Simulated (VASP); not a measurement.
# SrLi7Br8 (a cell with a defect) in VASP: a series of runs, part 2 of 2

VASP 6.6.1.

**3. Single point, LDA**

The input, INCAR:

```
SYSTEM = SrLi7Br8
ALGO = Normal
EDIFF = 1E-6
ENCUT = 520
GGA = CA
ISIF = 2
ISMEAR = -1
LASPH = .True.
LCHARG = .True.
LELF = .True.
LREAL = Auto
LVHAR = .True.
LWAVE = .False.
NBANDS = 58
NELECT = 86.0
NELM = 100
PREC = Accurate
SIGMA = 0.05
```

The input, KPOINTS:

```
Automatic mesh
0
Gamma
  2 2 2
  0.5 0.5 0.5
```

The input, POSCAR:

```
SrLi7Br8
1.0
    0.0000000000      5.4113140000      5.4113140000
    5.4113140000      0.0000000000      5.4113140000
    5.4113140000      5.4113140000      0.0000000000
Br Li Sr
8 7 1
Direct
    0.7462080000      0.2561990000      0.2421270000
    0.2460430000      0.7551840000      0.7536270000
    0.2510700000      0.7543000000      0.2378500000
    0.7397440000      0.2537120000      0.7530900000
    0.2550980000      0.2434920000      0.7494880000
    0.7384290000      0.7510120000      0.2516520000
    0.2486220000      0.2475180000      0.2548650000
    0.7588960000      0.7397740000      0.7465270000
    0.9974320000      0.9954640000      0.0021980000
    0.0031010000      0.9827560000      0.5104160000
    0.4965100000      0.4984300000      0.9994900000
    0.9967650000      0.5077450000      0.9987330000
    0.5054740000      0.9994900000      0.5101400000
    0.5069890000      0.9986610000      0.0050960000
    0.0008560000      0.4950810000      0.5053820000
    0.4836440000      0.5205700000      0.4867010000
```

Potentials or basis: VASP PAW LDA potentials, release 64 (Br, Li_sv, Sr_sv).

On the command line:

```
> cat potpaw_LDA.64/Br/POTCAR potpaw_LDA.64/Li_sv/POTCAR potpaw_LDA.64/Sr_sv/POTCAR > POTCAR
> mpirun -np 1 vasp_std > vasp.out
```

OUTCAR:

```text
SYSTEM = SrLi7Br8
   EDIFF = 1E-6
   ENCUT = 520
   GGA = CA
   ISIF = 2
   ISMEAR = -1
   LASPH = .True.
   LREAL = Auto
   NELECT = 86.0
   NELM = 100
   PREC = Accurate

 ion  position               nearest neighbor table
   1  0.746  0.256  0.242-  11 2.66  13 2.70  16 2.76
   2  0.246  0.755  0.754-  10 2.63   9 2.65  11 2.69  12 2.69  16 2.72
   3  0.251  0.754  0.238-  16 2.61   9 2.65  11 2.68
   4  0.740  0.254  0.753-  14 2.64  11 2.66  16 2.83
   5  0.255  0.243  0.749-  13 2.62  15 2.70  16 2.74
   6  0.738  0.751  0.252-  14 2.59  16 2.63  12 2.69
   7  0.249  0.248  0.255-  15 2.70
   8  0.759  0.740  0.747-  15 2.63  10 2.64  13 2.65  12 2.65
[... 1154 lines left out ...]
  Total       -1.4957352     -0.0103349      0.3837138      0.2655541     -0.0189645      0.0011785
  in kB       -7.5618333     -0.0522489      1.9399023      1.3425345     -0.0958768      0.0059582
  external PRESSURE =      -1.8913933 kB  Pullay stress =       0.0000000 kB

 VOLUME and BASIS-vectors are now :
 -----------------------------------------------------------------------------
  energy-cutoff  :      520.00
  volume of cell :      316.91
      direct lattice vectors                 reciprocal lattice vectors
     0.000000000  5.411314000  5.411314000    -0.092399000  0.092399000  0.092399000
     5.411314000  0.000000000  5.411314000     0.092399000 -0.092399000  0.092399000
     5.411314000  5.411314000  0.000000000     0.092399000  0.092399000 -0.092399000

 POSITION                                       TOTAL-FORCE (eV/Angst)
 -----------------------------------------------------------------------------------
      2.69660      5.34819      5.42434        -1.238302      0.175363     -0.034211
      8.16465      5.40953      5.41795         1.389979      0.037601     -0.062070
      5.36884      2.64570      5.44037         0.042908     -2.318220     -0.085790
      5.44812      8.07819      5.37590        -0.123229      0.956932      0.037825
      5.37333      5.43613      2.69803         0.071135      0.033239     -1.320606
      5.42573      5.35764      8.05983        -0.032430      0.207891      2.288552
[... 8 lines left out ...]
      5.41382      2.73941      2.68367        -0.084567     -0.001301     -0.102801
      5.45066      5.25084      5.43412        -0.244824      1.416568     -0.885611
 -----------------------------------------------------------------------------------
    total drift:                               -0.005211     -0.003930      0.003047

  FREE ENERGIE OF THE ION-ELECTRON SYSTEM (eV)
  ---------------------------------------------------
  free  energy   TOTEN  =       -62.4900248927 eV

  energy  without entropy=      -62.4900248927  energy(sigma->0) =      -62.49002489
```

OSZICAR:

```text
N       E                     dE             d eps       ncg     rms          rms(c)
DAV:   1     0.687235747128E+03    0.68724E+03   -0.35515E+04  1856   0.141E+03
DAV:   2     0.231711699884E+02   -0.66406E+03   -0.62922E+03  2240   0.331E+02
DAV:   3    -0.552651110154E+02   -0.78436E+02   -0.78063E+02  2402   0.103E+02
DAV:   4    -0.620558565111E+02   -0.67907E+01   -0.67472E+01  3408   0.296E+01
DAV:   5    -0.627798982539E+02   -0.72404E+00   -0.72368E+00  2656   0.617E+00    0.369E+01
DAV:   6    -0.625594217969E+02    0.22048E+00   -0.57961E-01  2392   0.300E+00    0.204E+01
DAV:   7    -0.624928064653E+02    0.66615E-01   -0.65798E-01  2448   0.253E+00    0.152E+00
DAV:   8    -0.624889564934E+02    0.38500E-02   -0.14159E-01  2448   0.118E+00    0.708E-01
DAV:   9    -0.624903780296E+02   -0.14215E-02   -0.14386E-02  2984   0.326E-01    0.289E-01
DAV:  10    -0.624899987592E+02    0.37927E-03   -0.26657E-03  2592   0.162E-01    0.457E-02
DAV:  11    -0.624900205995E+02   -0.21840E-04   -0.22752E-04  2712   0.498E-02    0.349E-02
DAV:  12    -0.624900245503E+02   -0.39509E-05   -0.29575E-05  2744   0.182E-02    0.109E-02
DAV:  13    -0.624900248927E+02   -0.34240E-06   -0.19837E-06  1704   0.627E-03
   1 F= -.62490025E+02 E0= -.62490025E+02  d E =-.868737E-11
```

stdout:

```text
POSCAR found type information on POSCAR BrLiSr
 POSCAR found :  3 types and      16 ions
 scaLAPACK will be used
 LDA part: xc-table for (Slater(with rela. corr.)+CA(PZ))
 , standard interpolation
 POSCAR, INCAR and KPOINTS ok, starting setup
 FFT: planning ... GRIDC
 FFT: planning ... GRID_SOFT
 FFT: planning ... GRID
 WAVECAR not read
 entering main loop
 the old and the new charge density differ
 old charge density:    87.00000 new   86.00000
    0.369E+01
```

Run time: 4.8 min. Hardware: 1 thread of Intel Xeon Platinum 8559C (Emerald Rapids), shared host; peak memory 0.47 GiB.

Results:

- Free energy: -62.4900 eV
- Largest force: 2.320 eV/Å

Forces on the atoms (eV/Å):
```
Br  -1.238  0.175 -0.034
Br   1.390  0.038 -0.062
Br   0.043 -2.318 -0.086
Br  -0.123  0.957  0.038
Br   0.071  0.033 -1.321
Br  -0.032  0.208  2.289
Br   0.028 -0.080 -0.032
Br   0.090 -0.052  0.061
Li   0.085 -0.098  0.056
Li   0.158 -0.182  0.109
Li  -0.093  0.053 -0.048
Li  -0.068  0.106 -0.089
Li  -0.018 -0.094  0.037
Li   0.036 -0.161  0.070
Li  -0.085 -0.001 -0.103
Sr  -0.245  1.417 -0.886
```

Caveat: the cell carries a net charge on a neutralising background, which shifts energy and pressure; the cell is charged against a uniform background, so pressure and absolute levels hang on convention; the cutoff is under 1.25 times the usual one of these potentials, so pressure, stress and relaxed cells hold a basis-set (Pulay) error.
